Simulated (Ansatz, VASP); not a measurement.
## Two plane-wave programs on Ge

Contents of POSCAR:

```
Ge
1.0
    0.0000000000      2.8368735121      2.8368735121
    2.9911994312      0.0000000000      2.8368735121
    2.9911994312      2.8368735121      0.0000000000
Ge
2
Direct
    0.0000000000      0.0000000000      0.0000000000
    0.2500000000      0.2500000000      0.2500000000
```

INCAR.step1

```
SYSTEM = Ge
  PREC = Accurate
  ENCUT = 520
  ISMEAR = -1
  SIGMA = 0.02
  LREAL = .FALSE.
  LASPH = .TRUE.
  NELM = 100
  NBANDS = 21
  GGA = PE
  ALGO = Normal
  EDIFF = 1E-4
  LWAVE = .TRUE.
  LCHARG = .FALSE.
```

Contents of INCAR.step2:

```
SYSTEM = Ge
  PREC = Accurate
  ENCUT = 520
  EDIFF = 1E-6
  ISMEAR = -1
  SIGMA = 0.02
  LREAL = .FALSE.
  LASPH = .TRUE.
  NELM = 100
  ALGO = Normal
  ISIF = 2
  LWAVE = .FALSE.
  LCHARG = .FALSE.
  METAGGA = R2SCAN
  LMIXTAU = .TRUE.
  NBANDS = 21
  ISTART = 1
```

File KPOINTS:

```
Automatic mesh
0
G
  8 8 8
  0 0 0
```

Input for Ansatz:

```yaml
crystal:
  lattice:
    - [0.0, 2.8368735121, 2.8368735121]
    - [2.9911994312, 0.0, 2.8368735121]
    - [2.9911994312, 2.8368735121, 0.0]
  atoms:
    - { symbol: Ge, position: [0.0, 0.0, 0.0] }
    - { symbol: Ge, position: [0.25, 0.25, 0.25] }
kpoints:
  mp_grid: { grid: [8, 8, 8] }
  band_path:
    path:
      - [0.0, 0.0, 0.0]
      - [0.5, 0.0, 0.5]
      - [0.625, 0.25, 0.625]
      - [0.375, 0.375, 0.75]
      - [0.5, 0.5, 0.5]
      - [0.5, 0.25, 0.75]
    npoints: 1
hamiltonian:
  xc: r2scan
scf:
  occupations: { method: fermi_dirac, width: 0.02 }
  n_extra_bands: 4
output:
  forces: true
  stress: true
  eigenvalues: true
```

Change from the starting cell: uniaxial_x strain +5.4%.

Alike in both runs: task single point; functional r2SCAN; k mesh 8 × 8 × 8; occupations fermi-dirac, width 0.02 eV; no spin polarisation.

```csv
,VASP,Ansatz
version,VASP 6.6.1,Ansatz 0.2.0
potentials or method,"VASP PAW PBE potentials, release 64 (Ge_d)","plane waves, PAW"
plane-wave cutoff (eV),520,500
valence electrons in the cell,28,28
```

Ansatz gave:

* pressure (GPa): -3.2
* traceless stress, the component that is largest in VASP (GPa): -2.99

Task: What did VASP give for the same quantities?

Result: Pressure (GPa): -3.2; traceless stress, the component that is largest in VASP (GPa): -2.96.

VASP's potentials were made for PBE, not for r2SCAN. With one functional, cell and mesh, what is left measures potentials, basis and numerics.
